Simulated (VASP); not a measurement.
A run of VASP 6.6.1 is set up as follows.

The input INCAR:

```
PREC = Accurate
ENCUT = 600
EDIFF = 1E-6
ISMEAR = -1
SIGMA = 0.08
LREAL = F
LASPH = T
NELM = 120
ALGO = Normal
ISIF = 2
LWAVE = F
LCHARG = T
LELF = T
LVHAR = T
NBANDS = 7
GGA_COMPAT = F
```

File KPOINTS:

```
regular mesh
0
Gamma
  15 15 15
```

The input POSCAR:

```
Mg
1.0
   -1.4103761656      1.4103761656      1.4103761656
    1.4103761656     -1.4103761656      1.4103761656
    1.4103761656      1.4103761656     -1.4103761656
Mg
1
Direct
    0.0000000000      0.0000000000      0.0000000000
```

Potentials or basis: VASP PAW LDA potentials, release 64 (Mg).

Run with:

```sh
$ cat potpaw_LDA.64/Mg/POTCAR > POTCAR
$ mpirun -np 1 vasp_std > vasp.out
```

Task: Predict the pressure.

Result: 93.1 GPa.

Task: Predict the band gap on the k mesh.

Result: Zero (bands 1 and 2 overlap by 3.93 eV).

Caveat: the cell stands under pressure.
